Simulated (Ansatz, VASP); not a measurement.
Mg: VASP beside Ansatz

The input INCAR:

```
PREC     = Accurate       # precision mode
ENCUT    = 520            # plane-wave cutoff, eV
EDIFF    = 1E-7           # SCF threshold, eV
ISMEAR   = 0              # smearing method
SIGMA    = 0.1            # smearing width, eV
LREAL    = False          # projectors in reciprocal space
LASPH    = True           # aspherical terms in the spheres
NELM     = 60             # most SCF steps
ALGO     = Fast           # electronic algorithm
ISIF     = 2              # what is computed and relaxed
LWAVE    = False          # write WAVECAR
LCHARG   = False          # write CHGCAR
GGA      = PE             # functional
NBANDS   = 9              # bands
```

File KPOINTS:

```
regular mesh
0
Gamma
  6 6 4
```

File POSCAR:

```
Mg
1.0
    3.2093000000      0.0000000000      0.0000000000
   -1.6046500000      2.7793353300      0.0000000000
    0.0000000000      0.0000000000      5.2103000000
Mg
2
Direct
    0.3333333300      0.6666666700      0.2500000000
    0.6666666700      0.3333333300      0.7500000000
```

Input for Ansatz:

```yaml
crystal:
  lattice:
    - [3.2093, 0.0, 0.0]
    - [-1.60465, 2.77933533, 0.0]
    - [0.0, 0.0, 5.2103]
  atoms:
    - { symbol: Mg, position: [0.33333333, 0.66666667, 0.25] }
    - { symbol: Mg, position: [0.66666667, 0.33333333, 0.75] }
basis:
  ecutwfc: 420
kpoints:
  mp_grid: { grid: [6, 6, 4] }
hamiltonian:
  xc: pbe
  pseudopotentials: { kind: paw, azcp: { folder: soft_1 } }
scf:
  occupations: { method: gaussian, width: 0.1 }
output:
  forces: true
  stress: true
  eigenvalues: true
```

Alike in both runs: task single point; functional PBE; k mesh 6 × 6 × 4; occupations gaussian, width 0.1 eV; no spin polarisation.

|  | VASP | Ansatz |
| --- | --- | --- |
| version | VASP 6.6.1 | Ansatz 0.2.0 |
| potentials or method | VASP PAW PBE potentials, release 64 (Mg), cutoff 520 eV | scalar-relativistic, plane waves, PAW |
| valence electrons in the cell | 4 | 20 |

VASP gave:

```
gap on the k mesh at the Fermi level (eV)                     : none
pressure (GPa)                                                : -0.5
traceless stress, the component that is largest in VASP (GPa) : 0.05
```

Q: Which values does Ansatz return?

A: gap on the k mesh at the Fermi level (eV): none; pressure (GPa): -0.4; traceless stress, the component that is largest in VASP (GPa): 0.05.

A gap of «none» marks a metal or a gap that the smearing closes. VASP's potentials hold 4 valence electrons a cell and Ansatz's 20, so a difference there can come from the potentials and not from the codes.

The k mesh is coarse, so the values compare programs but aren't converged.
